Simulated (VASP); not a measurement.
# Mg2Pd (I4/mmm) in VASP: single point with LDA

Aim: the single point of Mg2Pd with LDA.

Everything below comes from runs of VASP 6.6.1. Logs are shortened: lines on timing, memory, paths and dates and some standing lists are left out, and cuts for length are marked.

## (1) The cell of the first run

Symmetry: I4/mmm, No. 139, tetragonal system. Conventional cell: a = 3.240 Å, b = 3.240 Å, c = 10.080 Å, α = 90.00°, β = 90.00°, γ = 90.00°. Mg (site symmetry 4mm) has 5 Pd at 2.73 to 3.56 Å and 9 Mg at 2.97 to 3.24 Å within 3.6 Å. Pd (site symmetry 4/mmm) has 10 Mg at 2.73 to 3.56 Å and 4 Pd at 3.24 Å within 3.6 Å.

## (2) Single point, LDA

The input, INCAR:

```
ALGO = Normal ; EDIFF = 1E-6
ENCUT = 520 ; GGA = CA
ISIF = 2 ; ISMEAR = 1
LASPH = T ; LCHARG = T
LELF = T ; LREAL = F
LVHAR = T ; LWAVE = F
NBANDS = 14 ; NELM = 100
PREC = Accurate ; SIGMA = 0.1
```

The input, KPOINTS:

```
k-points
0
Gamma
  12 12 12
```

The input, POSCAR:

```
Mg2Pd
1.0
   -1.6200300000      1.6200300000      5.0401100000
    1.6200300000     -1.6200300000      5.0401100000
    1.6200300000      1.6200300000     -5.0401100000
Mg Pd
2 1
Direct
    0.6472200000      0.6472200000      0.0000000000
    0.3527800000      0.3527800000      0.0000000000
    0.0000000000      0.0000000000      0.0000000000
```

Potentials or basis: VASP PAW LDA potentials, release 64 (Mg, Pd).

Command:

```sh
$ cat potpaw_LDA.64/Mg/POTCAR potpaw_LDA.64/Pd/POTCAR > POTCAR
$ mpirun -np 1 vasp_std > vasp.out
```

OUTCAR:

```text
EDIFF = 1E-6
   ENCUT = 520
   GGA = CA
   ISIF = 2
   ISMEAR = 1
   LASPH = T
   LREAL = F
   NELM = 100
   PREC = Accurate

 ion  position               nearest neighbor table
   1  0.647  0.647  0.000-   3 2.73   3 2.73   3 2.73   3 2.73   2 2.97   2 3.09   2 3.09   2 3.09
                             2 3.09
   2  0.353  0.353  0.000-   3 2.73   3 2.73   3 2.73   3 2.73   1 2.97   1 3.09   1 3.09   1 3.09
                             1 3.09
   3  0.000  0.000  0.000-   1 2.73   1 2.73   1 2.73   2 2.73   1 2.73   2 2.73   2 2.73   2 2.73

  LATTYP: Found a body centered tetragonal cell.
 ALAT       =     3.2400600000
 C/A-ratio  =     3.1111213990

  Lattice vectors:

 A1 = (  -1.6200300000,   1.6200300000,   5.0401100000)
 A2 = (   1.6200300000,  -1.6200300000,   5.0401100000)
 A3 = (   1.6200300000,   1.6200300000,  -5.0401100000)

Analysis of symmetry for initial positions (statically):
=====================================================================
 Subroutine PRICEL returns:
 Original cell was already a primitive cell.

 Routine SETGRP: Setting up the symmetry group for a
 body centered tetragonal supercell.

 Subroutine GETGRP returns: Found 16 space group operations
 (whereof 16 operations were pure point group operations)
 out of a pool of 16 trial point group operations.

The static configuration has the point symmetry D_4h.

Analysis of symmetry for dynamics (positions and initial velocities):
=====================================================================
 Subroutine PRICEL returns:
 Original cell was already a primitive cell.

 Routine SETGRP: Setting up the symmetry group for a
 body centered tetragonal supercell.

 Subroutine GETGRP returns: Found 16 space group operations
 (whereof 16 operations were pure point group operations)
 out of a pool of 16 trial point group operations.

The dynamic configuration has the point symmetry D_4h.

 Subroutine INISYM returns: Found 16 space group operations
 (whereof 16 operations are pure point group operations),
 and found     1 'primitive' translations

----------------------------------------------------------------------------------------

                                     Primitive cell

  volume of cell :      52.9110

  direct lattice vectors                    reciprocal lattice vectors
    -1.620030000  1.620030000  5.040110000     0.000000000  0.308636260  0.099204184
     1.620030000 -1.620030000  5.040110000     0.308636260  0.000000000  0.099204184
     1.620030000  1.620030000 -5.040110000     0.308636260  0.308636260  0.000000000

  length of vectors
     5.536398036  5.536398036  5.536398036     0.324187925  0.324187925  0.436477584

  position of ions in fractional coordinates (direct lattice)
     0.647220000  0.647220000  0.000000000
     0.352780000  0.352780000  0.000000000
     0.000000000  0.000000000  0.000000000

  ion indices of the primitive-cell ions
   primitive index   ion index
                 1           1
                 2           2
                 3           3

----------------------------------------------------------------------------------------

 KPOINTS: k-points

Automatic generation of k-mesh.
 Grid dimensions read from file:
 generate k-points for:   12   12   12

 Generating k-lattice:

  Cartesian coordinates                     Fractional coordinates (reciprocal lattice)
     0.000000000  0.025719688  0.008267015     0.083333333  0.000000000  0.000000000
     0.025719688  0.000000000  0.008267015     0.000000000  0.083333333  0.000000000
     0.025719688  0.025719688  0.000000000     0.000000000  0.000000000  0.083333333

  Length of vectors
     0.027015660  0.027015660  0.036373132

  Shift w.r.t. Gamma in fractional coordinates (k-lattice)
     0.000000000  0.000000000  0.000000000

 Subroutine IBZKPT returns following result:
 ===========================================

 Found    163 irreducible k-points:

 Following reciprocal coordinates:
            Coordinates               Weight
  0.000000  0.000000  0.000000      1.000000
  0.083333 -0.000000  0.000000      8.000000
  0.166667  0.000000 -0.000000      8.000000
  0.250000  0.000000 -0.000000      8.000000
  0.333333 -0.000000  0.000000      8.000000
  0.416667  0.000000  0.000000      8.000000
[... 16 lines left out ...]
  0.500000  0.166667  0.000000     16.000000
 -0.416667  0.166667  0.000000     16.000000
 [... further k-points ...]
   k-points           NKPTS =    163   k-points in BZ     NKDIM =    163   number of bands    NBANDS=     14
   number of dos      NEDOS =    301   number of ions     NIONS =      3
   total plane-waves  NPLWV =  74088
   dimension x,y,z NGX =    42 NGY =   42 NGZ =   42
   dimension x,y,z NGXF=    84 NGYF=   84 NGZF=   84
   ions per type =               2   1
   NGX,Y,Z   is equivalent  to a cutoff of  12.61, 12.61, 12.61 a.u.
   NGXF,Y,Z  is equivalent  to a cutoff of  25.22, 25.22, 25.22 a.u.
 SYSTEM =  unknown system
   PREC   = accura    normal or accurate (medium, high low for compatibility)
   ISTART =      0    job   : 0-new  1-cont  2-samecut
   ICHARG =      2    charge: 1-file 2-atom 10-const
   ISPIN  =      1    spin polarized calculation?
   LNONCOLLINEAR =      F non collinear calculations
   LSORBIT =      F    spin-orbit coupling
   LASPH  =      T    aspherical Exc in radial PAW
   ENCUT  =  520.0 eV  38.22 Ry    6.18 a.u.  10.29 10.29 10.29*2*pi/ulx,y,z
   NELM   =    100;   NELMIN=  2; NELMDL= -5     # of ELM steps
   EDIFF  = 0.1E-05   stopping-criterion for ELM
   LREAL  =      F    real-space projection
   EDIFFG = 0.1E-04   stopping-criterion for IOM
   NSW    =      0    number of steps for IOM
   IBRION =     -1    ionic relax: 0-MD 1-quasi-New 2-CG
   NFREE  =      0    steps in history (QN), initial steepest desc. (CG)
   ISIF   =      2    stress and relaxation
   ISYM   =      2    0-nonsym 1-usesym 2-fastsym
   POTIM  = 0.5000    time-step for ionic-motion
   TEBEG  =    0.0;   TEEND  =   0.0 temperature during run
   PSTRESS=    0.0 pullay stress
   NELECT =      14.0000    total number of electrons
   NUPDOWN=      -1.0000    fix difference up-down
   EMIN   =  10.00;   EMAX   =-10.00  energy-range for DOS
   EFERMI =   0.00;   METHOD = LEGACY
   ISMEAR =     1;   SIGMA  =   0.10  broadening in eV -4-tet -1-fermi 0-gaus
   EFERMI_NEDOS =   21; number of points for ismear=-14 and -15
   IALGO  =     38    algorithm
   IMIX   =      4    mixing-type and parameters
     AMIX     =   0.40;   BMIX     =  1.00
     AMIX_MAG =   1.60;   BMIX_MAG =  1.00
  volume/ion in A,a.u.               =      17.64       119.02
  Fermi-wavevector in a.u.,A,eV,Ry     =   1.050999  1.986099 15.028969  1.104598
  Thomas-Fermi vector in A             =   2.186024
   LORBIT       =      0    0 simple, 1 ext, 2 COOP (PROOUT), +10 PAW based schemes
   GGA     = CA    functional components
   LHFCALC =     F    Hartree Fock is set to
   AEXX    =    0.0000 exact exchange contribution
   IVDW    =     0    specifies the selected vdW correction
   LEPSILON=     F    determine dielectric tensor
   LRPA    =     F    only Hartree local field effects (RPA)
 non-spin polarized calculation
 Methfessel and Paxton  Order N= 1 SIGMA  =   0.10
  energy-cutoff  :      520.00
  volume of cell :       52.91
 maximum number of plane-waves:      1442
 NGX is ok and might be reduce to    42
   NGX = 21   NGY = 21   NGZ = 21

 number of electron      13.9999999 magnetization

 Free energy of the ion-electron system (eV)
  ---------------------------------------------------
  ext. energy  EPLUGINS =         0.00000000
  ---------------------------------------------------
  free energy    TOTEN  =       -11.79031173 eV

  energy without entropy =      -11.79022447  energy(sigma->0) =      -11.79028264

 E-fermi :   5.0288     XC(G=0): -10.4623

 val. band max:        5.0187088775   @ k =   0.4167   0.4167   0.0000
 cond. band min:       5.0404108254   @ k =  -0.4167   0.0833   0.0000
 fundamental gap:      0.0217019478
 Fermi energy:         5.0288142243

 k-point     1 :       0.0000    0.0000    0.0000
  band No.  band energies     occupation
      1      -2.4126      2.00000
      2       0.8455      2.00000
      3       1.2277      2.00000
      4       2.4788      2.00000
      5       2.4788      2.00000
      6       2.8569      2.00000
      7       3.8671      2.00000
      8       5.3417     -0.00009
      9      11.8489      0.00000
     10      12.5429      0.00000
     11      12.5429      0.00000
     12      13.2609      0.00000
     13      13.2609      0.00000
     14      15.2748      0.00000

 k-point     2 :       0.0833   -0.0000    0.0000
  band No.  band energies     occupation
      1      -2.2949      2.00000
      2       0.8999      2.00000
      3       1.2695      2.00000
      4       2.3047      2.00000
      5       2.4862      2.00000
      6       2.8033      2.00000
      7       3.9652      2.00000
      8       5.5284     -0.00000
      9      10.9337      0.00000
     10      11.7035      0.00000
     11      12.6285      0.00000
     12      13.4322      0.00000
     13      13.4825      0.00000
     14      16.0088      0.00000

 k-point     3 :       0.1667    0.0000   -0.0000
  band No.  band energies     occupation
      1      -1.9472      2.00000
      2       1.0296      2.00000
      3       1.4074      2.00000
      4       1.9720      2.00000
      5       2.5065      2.00000
      6       2.6621      2.00000
      7       4.0786      2.00000
      8       6.0713     -0.00000
      9       9.3124      0.00000
     10      10.3276      0.00000
     11      12.8633      0.00000
     12      13.8330      0.00000
     13      13.9455      0.00000
     14      15.8762      0.00000

 k-point     4 :       0.2500    0.0000   -0.0000
  band No.  band energies     occupation
      1      -1.3874      2.00000
      2       1.1450      2.00000
      3       1.5798      2.00000
      4       1.7697      2.00000
      5       2.4803      2.00000
      6       2.5347      2.00000
      7       4.1036      2.00000
      8       6.6771     -0.00000
      9       7.8578      0.00000
     10       9.0531      0.00000
     11      13.2264      0.00000
     12      14.2919      0.00000
     13      14.7624      0.00000
     14      15.4138      0.00000

 k-point     5 :       0.3333   -0.0000    0.0000
  band No.  band energies     occupation
      1      -0.6585      2.00000
      2       1.1440      2.00000
      3       1.5211      2.00000
      4       2.0283      2.00000
      5       2.3097      2.00000
      6       2.5629      2.00000
      7       4.0725      2.00000
      8       5.8513     -0.00000
      9       7.6749      0.00000
     10       8.5063      0.00000
     11      13.7143      0.00000
[... 276 lines left out ...]
 k-point    22 :       0.4167    0.1667    0.0000
  band No.  band energies     occupation
      1       0.5523      2.00000
      2       1.1882      2.00000
      3       1.5504      2.00000
      4       1.9802      2.00000
      5       2.1678      2.00000
      6       2.7267      2.00000
      7       4.2324      2.00000
      8       4.7985      2.00534
      9       7.8210      0.00000
     10      10.3416      0.00000
     11      11.2547      0.00000
     12      13.1366      0.00000
     13      13.4779      0.00000
     14      14.4001      0.00000

 k-point    23 :       0.5000    0.1667    0.0000
  band No.  band energies     occupation
      1       0.8451      2.00000
      2       1.1730      2.00000
      3       1.4012      2.00000
      4       2.0099      2.00000
      5       2.1512      2.00000
      6       2.9754      2.00000
      7       4.2348      2.00000
      8       4.8203      2.01204
      9       7.1532      0.00000
     10      10.1671      0.00000
     11      11.8369      0.00000
     12      12.5126      0.00000
     13      13.4571      0.00000
     14      14.4939      0.00000

 k-point    24 :      -0.4167    0.1667    0.0000
  band No.  band energies     occupation
      1       0.3515      2.00000
      2       1.1894      2.00000
      3       1.6206      2.00000
      4       1.8303      2.00000
      5       2.1921      2.00000
      6       2.7950      2.00000
      7       4.7562      2.00079
      8       5.5284     -0.00000
      9       6.9582     -0.00000
     10       9.0823      0.00000
     11      11.5705      0.00000
     12      12.8885      0.00000
     13      13.2488      0.00000
     14      14.9921      0.00000

 [... further k-points ...]
[... 5 lines left out ...]
  --------------------------------------------------------------------------------------
  -------------------------------------------------------------------------------------
  Total       -1.3134114     -1.3134114     -1.3357456      0.0000000      0.0000000      0.0000000
  in kB      -39.7708838    -39.7708838    -40.4471784      0.0000000      0.0000000      0.0000000
  external PRESSURE =     -39.9963153 kB  Pullay stress =       0.0000000 kB

 VOLUME and BASIS-vectors are now :
 -----------------------------------------------------------------------------
  energy-cutoff  :      520.00
  volume of cell :       52.91
      direct lattice vectors                 reciprocal lattice vectors
    -1.620030000  1.620030000  5.040110000     0.000000000  0.308636260  0.099204184
     1.620030000 -1.620030000  5.040110000     0.308636260  0.000000000  0.099204184
     1.620030000  1.620030000 -5.040110000     0.308636260  0.308636260  0.000000000

 POSITION                                       TOTAL-FORCE (eV/Angst)
 -----------------------------------------------------------------------------------
      0.00000      0.00000      6.52412         0.000000      0.000000     -0.200654
      0.00000      0.00000      3.55610        -0.000000     -0.000000      0.200654
      0.00000      0.00000      0.00000        -0.000000     -0.000000      0.000000
 -----------------------------------------------------------------------------------
    total drift:                               -0.000000      0.000000      0.000000

  FREE ENERGIE OF THE ION-ELECTRON SYSTEM (eV)
  ---------------------------------------------------
  free  energy   TOTEN  =       -11.7903117300 eV

  energy  without entropy=      -11.7902244732  energy(sigma->0) =      -11.79028264
```

It took 3.5 min on 1 thread of Intel Xeon Platinum 8488C (Sapphire Rapids), shared host; peak memory 0.3 GiB.

What came out:

```yaml
Free_energy: -11.7903 eV
Pressure: -4.0 GPa
Largest_force: 0.201 eV/Å
Band_gap_on_the_k_mesh: zero (band 7 reaches 6.88 eV, above the bottom of band 8 at 4.25 eV)
```

Forces on the atoms (eV/Å):
```
Mg   0.000  0.000 -0.201
Mg   0.000  0.000  0.201
Pd   0.000  0.000  0.000
```

Levels at points of the mesh, in eV from the Fermi level:
```
           k point  band 3  band 4  band 5  band 6  band 7  band 8  band 9  band 10  band 11  band 12
(0.00, 0.00, 0.00)   -3.80   -2.55   -2.55   -2.17   -1.16    0.31    6.82     7.51     7.51     8.23
(0.50, 0.00, 0.00)   -3.28   -3.09   -2.88   -2.44   -0.83   -0.78    1.72     4.95     7.83     9.66
(0.50, 0.50, 0.00)   -3.46   -2.69   -1.49   -0.58    0.79    1.67    1.67     2.17     4.75     4.85
(0.50, 0.50, 0.50)   -3.82   -3.11   -2.52   -2.52   -2.17    5.30    6.21     6.21     7.36     7.55
```
